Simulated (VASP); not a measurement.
# Sb in VASP: further runs

The runs below take Sb through single point, relaxation of the atoms, with PBE.

Everything below comes from runs of VASP 6.6.1. Logs are shortened: lines on timing, memory, paths and dates and some standing lists are left out, and cuts for length are marked.

## (1) The cell of the first run

The cell holds a slab with vacuum, 4 atoms: a = 3.389 Å, b = 3.389 Å, c = 24.301 Å, α = 90.00°, β = 90.00°, γ = 120.00°.

## (2) Single point, PBE

File INCAR:

```
  ALGO = Normal
  EDIFF = 1E-7
  ENCUT = 520
  GGA = PE
  ISIF = 2
  ISMEAR = -1
  LASPH = True
  LCHARG = False
  LREAL = False
  LWAVE = False
  NBANDS = 18
  NELM = 80
  PREC = Accurate
  SIGMA = 0.1
```

File KPOINTS:

```
k-points
0
Gamma
  11 11 1
```

File POSCAR:

```
Sb
1.0
    3.3888387676      0.0000000000      0.0000000000
   -1.6944193838      2.9348204621      0.0000000000
    0.0000000000      0.0000000000     24.3009000000
Sb
4
Direct
    0.0000000000      0.0000000000      0.3306211823
    0.3333333333      0.6666666667      0.4318175368
    0.6666666667      0.3333333333      0.5681823464
    0.0000000000      0.0000000000      0.6693789339
```

Potentials or basis: VASP PAW PBE potentials, release 64 (Sb).

Run with:

```
> cat potpaw_PBE.64/Sb/POTCAR > POTCAR
> mpirun -np 1 vasp_std > vasp.out
```

OUTCAR:

```text
EDIFF = 1E-7
   ENCUT = 520
   GGA = PE
   ISIF = 2
   ISMEAR = -1
   LASPH = True
   LREAL = False
   NELM = 80
   PREC = Accurate

 ion  position               nearest neighbor table
   1  0.000  0.000  0.331-   2 3.14   2 3.14   2 3.14
   2  0.333  0.667  0.432-   1 3.14   1 3.14   1 3.14
   3  0.667  0.333  0.568-   4 3.14   4 3.14   4 3.14
   4  0.000  0.000  0.669-   3 3.14   3 3.14   3 3.14

  LATTYP: Found a hexagonal cell.
 ALAT       =     3.3888387676
 C/A-ratio  =     7.1708634333

  Lattice vectors:

 A1 = (   3.3888387676,   0.0000000000,   0.0000000000)
 A2 = (  -1.6944193838,   2.9348204621,   0.0000000000)
 A3 = (   0.0000000000,   0.0000000000,  24.3009000000)

Analysis of symmetry for initial positions (statically):
=====================================================================
 Subroutine PRICEL returns:
 Original cell was already a primitive cell.

 Routine SETGRP: Setting up the symmetry group for a
 hexagonal supercell.

 Subroutine GETGRP returns: Found 12 space group operations
 (whereof 12 operations were pure point group operations)
 out of a pool of 24 trial point group operations.

The static configuration has the point symmetry D_3d.

Analysis of symmetry for dynamics (positions and initial velocities):
=====================================================================
 Subroutine PRICEL returns:
 Original cell was already a primitive cell.

 Routine SETGRP: Setting up the symmetry group for a
 hexagonal supercell.

 Subroutine GETGRP returns: Found 12 space group operations
 (whereof 12 operations were pure point group operations)
 out of a pool of 24 trial point group operations.

The dynamic configuration has the point symmetry D_3d.

 Subroutine INISYM returns: Found 12 space group operations
 (whereof 12 operations are pure point group operations),
 and found     1 'primitive' translations

----------------------------------------------------------------------------------------

                                     Primitive cell

  volume of cell :     241.6878

  direct lattice vectors                    reciprocal lattice vectors
     3.388838768  0.000000000  0.000000000     0.295086332  0.170368173  0.000000000
    -1.694419384  2.934820462  0.000000000     0.000000000  0.340736346  0.000000000
     0.000000000  0.000000000 24.300900000     0.000000000  0.000000000  0.041150739

  length of vectors
     3.388838768  3.388838768 24.300900000     0.340736346  0.340736346  0.041150739

  position of ions in fractional coordinates (direct lattice)
     0.000000000  0.000000000  0.330621182
     0.333333333  0.666666667  0.431817537
     0.666666667  0.333333333  0.568182346
     0.000000000  0.000000000  0.669378934

  ion indices of the primitive-cell ions
   primitive index   ion index
                 1           1
                 2           2
                 3           3
                 4           4

----------------------------------------------------------------------------------------

 KPOINTS: k-points

Automatic generation of k-mesh.
 Grid dimensions read from file:
 generate k-points for:   11   11    1

 Generating k-lattice:

  Cartesian coordinates                     Fractional coordinates (reciprocal lattice)
     0.026826030  0.015488016  0.000000000     0.090909091  0.000000000  0.000000000
     0.000000000  0.030976031  0.000000000     0.000000000  0.090909091  0.000000000
     0.000000000  0.000000000  0.041150739     0.000000000  0.000000000  1.000000000

  Length of vectors
     0.030976031  0.030976031  0.041150739

  Shift w.r.t. Gamma in fractional coordinates (k-lattice)
     0.000000000  0.000000000  0.000000000

 Subroutine IBZKPT returns following result:
 ===========================================

 Found     16 irreducible k-points:

 Following reciprocal coordinates:
            Coordinates               Weight
  0.000000  0.000000  0.000000      1.000000
  0.090909  0.000000  0.000000      6.000000
  0.181818  0.000000  0.000000      6.000000
  0.272727  0.000000  0.000000      6.000000
  0.363636 -0.000000  0.000000      6.000000
  0.454545 -0.000000  0.000000      6.000000
[... 8 lines left out ...]
  0.272727  0.272727  0.000000      6.000000
  0.363636  0.272727  0.000000      6.000000
   k-points           NKPTS =     16   k-points in BZ     NKDIM =     16   number of bands    NBANDS=     18
   number of dos      NEDOS =    301   number of ions     NIONS =      4
   total plane-waves  NPLWV = 150528
   dimension x,y,z NGX =    28 NGY =   28 NGZ =  192
   dimension x,y,z NGXF=    56 NGYF=   56 NGZF=  384
   ions per type =               4
   NGX,Y,Z   is equivalent  to a cutoff of  13.74, 13.74, 13.13 a.u.
   NGXF,Y,Z  is equivalent  to a cutoff of  27.47, 27.47, 26.27 a.u.
 SYSTEM =  unknown system
   PREC   = accura    normal or accurate (medium, high low for compatibility)
   ISTART =      0    job   : 0-new  1-cont  2-samecut
   ICHARG =      2    charge: 1-file 2-atom 10-const
   ISPIN  =      1    spin polarized calculation?
   LNONCOLLINEAR =      F non collinear calculations
   LSORBIT =      F    spin-orbit coupling
   LASPH  =      T    aspherical Exc in radial PAW
   ENCUT  =  520.0 eV  38.22 Ry    6.18 a.u.   6.30  6.30 45.18*2*pi/ulx,y,z
   NELM   =     80;   NELMIN=  2; NELMDL= -5     # of ELM steps
   EDIFF  = 0.1E-06   stopping-criterion for ELM
   LREAL  =      F    real-space projection
   EDIFFG = 0.1E-05   stopping-criterion for IOM
   NSW    =      0    number of steps for IOM
   IBRION =     -1    ionic relax: 0-MD 1-quasi-New 2-CG
   NFREE  =      0    steps in history (QN), initial steepest desc. (CG)
   ISIF   =      2    stress and relaxation
   ISYM   =      2    0-nonsym 1-usesym 2-fastsym
   POTIM  = 0.5000    time-step for ionic-motion
   TEBEG  =    0.0;   TEEND  =   0.0 temperature during run
   PSTRESS=    0.0 pullay stress
   NELECT =      20.0000    total number of electrons
   NUPDOWN=      -1.0000    fix difference up-down
   EMIN   =  10.00;   EMAX   =-10.00  energy-range for DOS
   EFERMI =   0.00;   METHOD = LEGACY
   ISMEAR =    -1;   SIGMA  =   0.10  broadening in eV -4-tet -1-fermi 0-gaus
   EFERMI_NEDOS =   21; number of points for ismear=-14 and -15
   IALGO  =     38    algorithm
   IMIX   =      4    mixing-type and parameters
     AMIX     =   0.40;   BMIX     =  1.00
     AMIX_MAG =   1.60;   BMIX_MAG =  1.00
  volume/ion in A,a.u.               =      60.42       407.75
  Fermi-wavevector in a.u.,A,eV,Ry     =   0.713400  1.348131  6.924547  0.508940
  Thomas-Fermi vector in A             =   1.801028
   LORBIT       =      0    0 simple, 1 ext, 2 COOP (PROOUT), +10 PAW based schemes
   GGA     = PE    functional components
   LHFCALC =     F    Hartree Fock is set to
   AEXX    =    0.0000 exact exchange contribution
   IVDW    =     0    specifies the selected vdW correction
   LEPSILON=     F    determine dielectric tensor
   LRPA    =     F    only Hartree local field effects (RPA)
 non-spin polarized calculation
  energy-cutoff  :      520.00
  volume of cell :      241.69
 maximum number of plane-waves:      6535
 NGX is ok and might be reduce to    28
   NGX = 13   NGY = 13   NGZ = 91

 number of electron      20.0000000 magnetization

 Free energy of the ion-electron system (eV)
  ---------------------------------------------------
  ext. energy  EPLUGINS =         0.00000000
  ---------------------------------------------------
  free energy    TOTEN  =       -15.09352411 eV

  energy without entropy =      -14.99907145  energy(sigma->0) =      -15.04629778

 E-fermi :   1.6356     XC(G=0):  -5.1888

 val. band max:        1.5671841395   @ k =   0.3636   0.0909   0.0000
 cond. band min:       1.7161088552   @ k =   0.2727   0.1818   0.0000
 fundamental gap:      0.1489247158
 Fermi energy:         1.6355972356

 k-point     1 :       0.0000    0.0000    0.0000
  band No.  band energies     occupation
      1     -11.1427      2.00000
      2     -10.9400      2.00000
      3      -8.5749      2.00000
      4      -7.9470      2.00000
      5      -3.0259      2.00000
      6      -1.5057      2.00000
[... 10 lines left out ...]
     17       6.3928      0.00000
     18       6.5971      0.00000

 k-point     2 :       0.0909    0.0000    0.0000
  band No.  band energies     occupation
      1     -10.9996      2.00000
      2     -10.7971      2.00000
      3      -8.4416      2.00000
      4      -7.8185      2.00000
      5      -2.8843      2.00000
      6      -1.3752      2.00000
[... 10 lines left out ...]
     17       6.3073      0.00000
     18       6.5355      0.00000

 k-point     3 :       0.1818    0.0000    0.0000
  band No.  band energies     occupation
      1     -10.5728      2.00000
      2     -10.3710      2.00000
      3      -8.0491      2.00000
      4      -7.4426      2.00000
      5      -2.4697      2.00000
      6      -1.0057      2.00000
[... 10 lines left out ...]
     17       6.2227      0.00000
     18       6.2415      0.00000

 k-point     4 :       0.2727    0.0000    0.0000
  band No.  band energies     occupation
      1      -9.8731      2.00000
      2      -9.6738      2.00000
      3      -7.4305      2.00000
      4      -6.8651      2.00000
      5      -1.8513      2.00000
      6      -0.9102      2.00000
[... 10 lines left out ...]
     17       6.3320      0.00000
     18       6.4766      0.00000

 k-point     5 :       0.3636   -0.0000    0.0000
  band No.  band energies     occupation
      1      -8.9346      2.00000
      2      -8.7453      2.00000
      3      -6.7207      2.00000
      4      -6.2702      2.00000
      5      -2.7235      2.00000
      6      -2.4790      2.00000
[... 10 lines left out ...]
     17       6.3611      0.00000
     18       6.5232      0.00000

 k-point     6 :       0.4545   -0.0000    0.0000
  band No.  band energies     occupation
      1      -7.9096      2.00000
      2      -7.7775      2.00000
      3      -6.4786      2.00000
      4      -6.2090      2.00000
      5      -3.5765      2.00000
      6      -3.1166      2.00000
[... 10 lines left out ...]
     17       5.9797      0.00000
     18       6.3091      0.00000

 k-point     7 :       0.0909    0.0909    0.0000
  band No.  band energies     occupation
      1     -10.7146      2.00000
      2     -10.5125      2.00000
      3      -8.1785      2.00000
      4      -7.5660      2.00000
      5      -2.6057      2.00000
      6      -1.1238      2.00000
[... 10 lines left out ...]
     17       5.7728      0.00000
     18       6.2462      0.00000

 k-point     8 :       0.1818    0.0909    0.0000
  band No.  band energies     occupation
      1     -10.1507      2.00000
      2      -9.9500      2.00000
      3      -7.6702      2.00000
      4      -7.0854      2.00000
      5      -2.0749      2.00000
      6      -0.6975      2.00000
[... 10 lines left out ...]
     17       6.2053      0.00000
     18       6.5456      0.00000

 k-point     9 :       0.2727    0.0909    0.0000
  band No.  band energies     occupation
      1      -9.3272      2.00000
      2      -9.1318      2.00000
      3      -6.9848      2.00000
      4      -6.4709      2.00000
      5      -1.8550      2.00000
      6      -1.6717      2.00000
[... 10 lines left out ...]
     17       6.6639      0.00000
     18       6.8888      0.00000

 k-point    10 :       0.3636    0.0909    0.0000
  band No.  band energies     occupation
      1      -8.3119      2.00000
      2      -8.1391      2.00000
      3      -6.4166      2.00000
      4      -6.0872      2.00000
      5      -3.2191      2.00000
      6      -2.8604      2.00000
[... 10 lines left out ...]
     17       6.5447      0.00000
     18       7.1641      0.00000

 k-point    11 :       0.4545    0.0909    0.0000
  band No.  band energies     occupation
      1      -7.5371      2.00000
      2      -7.4869      2.00000
      3      -6.5166      2.00000
      4      -6.2633      2.00000
      5      -3.4629      2.00000
      6      -3.0254      2.00000
[... 10 lines left out ...]
     17       6.5497      0.00000
     18       7.2292      0.00000

 k-point    12 :       0.1818    0.1818    0.0000
  band No.  band energies     occupation
      1      -9.4605      2.00000
      2      -9.2636      2.00000
      3      -7.0839      2.00000
      4      -6.5521      2.00000
      5      -1.5302      2.00000
      6      -0.9395      2.00000
[... 10 lines left out ...]
     17       6.7241      0.00000
     18       6.9052      0.00000

 k-point    13 :       0.2727    0.1818    0.0000
  band No.  band energies     occupation
      1      -8.5398      2.00000
      2      -8.3549      2.00000
      3      -6.4439      2.00000
      4      -6.0492      2.00000
      5      -2.3994      2.00000
      6      -2.1199      2.00000
[... 10 lines left out ...]
     17       6.8448      0.00000
     18       7.3777      0.00000

 k-point    14 :       0.3636    0.1818    0.0000
  band No.  band energies     occupation
      1      -7.5366      2.00000
      2      -7.4092      2.00000
      3      -6.2739      2.00000
      4      -6.0666      2.00000
      5      -3.1433      2.00000
      6      -2.6949      2.00000
[... 10 lines left out ...]
     17       6.8014      0.00000
     18       7.5942      0.00000

 k-point    15 :       0.2727    0.2727    0.0000
  band No.  band energies     occupation
      1      -7.5864      2.00000
      2      -7.4325      2.00000
      3      -6.1174      2.00000
      4      -5.9362      2.00000
      5      -2.5071      2.00000
      6      -2.2238      2.00000
[... 10 lines left out ...]
     17       7.0952      0.00000
     18       7.3100      0.00000

 k-point    16 :       0.3636    0.2727    0.0000
  band No.  band energies     occupation
      1      -6.8221      2.00000
      2      -6.7926      2.00000
      3      -6.3128      2.00000
      4      -6.2182      2.00000
      5      -2.7601      2.00000
      6      -2.4257      2.00000
[... 10 lines left out ...]
     17       6.7993      0.00000
     18       7.4220      0.00000

------------------------ aborting loop because EDIFF is reached ----------------------------------------

  FORCE on cell =-STRESS in cart. coord.  units (eV):
  Direction    XX          YY          ZZ          XY          YZ          ZX
  --------------------------------------------------------------------------------------
  -------------------------------------------------------------------------------------
  Total        0.1415866      0.1415866     -0.0435691      0.0000000      0.0000000      0.0000000
  in kB        0.9385945      0.9385945     -0.2888244      0.0000000      0.0000000      0.0000000
  external PRESSURE =       0.5294548 kB  Pullay stress =       0.0000000 kB

 VOLUME and BASIS-vectors are now :
 -----------------------------------------------------------------------------
  energy-cutoff  :      520.00
  volume of cell :      241.69
      direct lattice vectors                 reciprocal lattice vectors
     3.388838768  0.000000000  0.000000000     0.295086332  0.170368173  0.000000000
    -1.694419384  2.934820462  0.000000000     0.000000000  0.340736346  0.000000000
     0.000000000  0.000000000 24.300900000     0.000000000  0.000000000  0.041150739

 POSITION                                       TOTAL-FORCE (eV/Angst)
 -----------------------------------------------------------------------------------
      0.00000      0.00000      8.03439         0.000000      0.000000      0.003196
     -0.00000      1.95655     10.49355        -0.000000      0.000000      0.003503
      1.69442      0.97827     13.80734         0.000000     -0.000000     -0.003503
      0.00000      0.00000     16.26651         0.000000     -0.000000     -0.003196
 -----------------------------------------------------------------------------------
    total drift:                                0.000000     -0.000000      0.000011

  FREE ENERGIE OF THE ION-ELECTRON SYSTEM (eV)
  ---------------------------------------------------
  free  energy   TOTEN  =       -15.0935241059 eV

  energy  without entropy=      -14.9990714507  energy(sigma->0) =      -15.04629778
```

Run time: 86 s. Hardware: 1 thread of Intel Xeon Platinum 8488C (Sapphire Rapids), shared host; peak memory 0.37 GiB.

Results:

- Free energy: -15.0935 eV
- Largest force: 0.004 eV/Å
- Band gap on the k mesh: zero (band 10 reaches 5.09 eV, above the bottom of band 11 at -0.03 eV)

Forces in eV/Å, atoms in the order of the input:
```
Sb   0.000  0.000  0.003
Sb   0.000  0.000  0.004
Sb   0.000  0.000 -0.004
Sb   0.000  0.000 -0.003
```

Levels at points of the mesh, in eV from the Fermi level:
```csv
k point,band 8,band 9,band 10,band 11,band 12,band 13
"(0.00, 0.00, 0.00)",2.27,3.46,3.46,3.57,3.57,3.63
```

Caveat: spin-orbit coupling is left out, which moves the levels of the heavy elements.

## (3) Relaxation of the atoms, PBE

File INCAR:

```
SYSTEM = Sb
PREC     = Accurate       ! precision mode
ENCUT    = 520            ! plane-wave cutoff, eV
EDIFF    = 1E-7           ! SCF threshold, eV
ISMEAR   = -1             ! smearing method
SIGMA    = 0.1            ! smearing width, eV
LREAL    = .False.        ! projectors in reciprocal space
LASPH    = .True.         ! aspherical terms in the spheres
NELM     = 60             ! most SCF steps
ALGO     = Normal         ! electronic algorithm
ISIF     = 2              ! what is computed and relaxed
LWAVE    = .False.        ! write WAVECAR
LCHARG   = .False.        ! write CHGCAR
LDIPOL   = .True.       
IDIPOL   = 3            
DIPOL    = 0.5 0.5 0.500
GGA      = PE             ! functional
IBRION   = 2              ! ionic algorithm
NSW      = 60             ! ionic steps
EDIFFG   = -0.01          ! ionic threshold
```

File KPOINTS:

```
Automatic mesh
0
Gamma
  11 11 1
  0 0 0
```

File POSCAR:

```
Sb
1.0
    3.3888387676      0.0000000000      0.0000000000
   -1.6944193838      2.9348204621      0.0000000000
    0.0000000000      0.0000000000     24.3009000000
Sb
4
Direct
    0.0000000000      0.0000000000      0.3292053833
    0.3333333340      0.6666666660      0.4430684606
    0.6666666670      0.3333333330      0.5569315387
    0.0000000000      0.0000000000      0.6707946167
```

Potentials or basis: VASP PAW PBE potentials, release 64 (Sb).

Run with:

```
> cat potpaw_PBE.64/Sb/POTCAR > POTCAR
> mpirun -np 1 vasp_std > vasp.out
```

Run time: 8.5 min. Hardware: 1 thread of Intel Xeon Platinum 8488C (Sapphire Rapids), shared host; peak memory 0.4 GiB.

Results (log left out):

* Free energy: -15.0936 eV
* Energy gained by relaxing: 39.1 meV/atom
* Ionic steps: 13
* Largest force after relaxing: 0.007 eV/Å
* Band gap on the k mesh: zero (band 10 reaches 5.09 eV, above the bottom of band 11 at -0.04 eV)

Forces on the atoms (eV/Å):
```
Sb   0.000  0.000  0.004
Sb   0.000  0.000 -0.007
Sb   0.000  0.000  0.007
Sb   0.000  0.000 -0.004
```

The path:
```
step  energy change (eV)  largest force (eV/Å)  pressure (GPa)
   1              0.0000                0.4210           -1.04
   2             -0.0226                0.3897           -0.98
   3             -0.0833                0.3242           -0.71
   4             -0.1533                0.0474            0.35
   5             -0.1533                0.0377            0.25
   6             -0.1535                0.0273            0.30
   7             -0.1538                0.0244            0.28
   8             -0.1545                0.0217            0.24
   9             -0.1555                0.0290            0.15
  10             -0.1559                0.0445           -0.02
  11             -0.1560                0.0397            0.03
  12             -0.1563                0.0261            0.05
  13             -0.1565                0.0070            0.07
```

Final structure:
```
Sb
1.0
     3.38884    0.00000    0.00000
    -1.69442    2.93482    0.00000
     0.00000    0.00000   24.30090
Sb
4
Cartesian
  0.0000 0.0000 8.0484
  0.0000 1.9565 10.5083
  1.6944 0.9783 13.7926
  0.0000 0.0000 16.2525
```

Levels at points of the mesh, in eV from the Fermi level:
| k point | band 7 | band 8 | band 9 | band 10 | band 11 | band 12 | band 13 | band 14 |
| --- | --- | --- | --- | --- | --- | --- | --- | --- |
| (0.00, 0.00, 0.00) | 0.43 | 2.29 | 3.45 | 3.45 | 3.57 | 3.57 | 3.62 | 4.23 |

Caveat: spin-orbit coupling is left out, which moves the levels of the heavy elements.
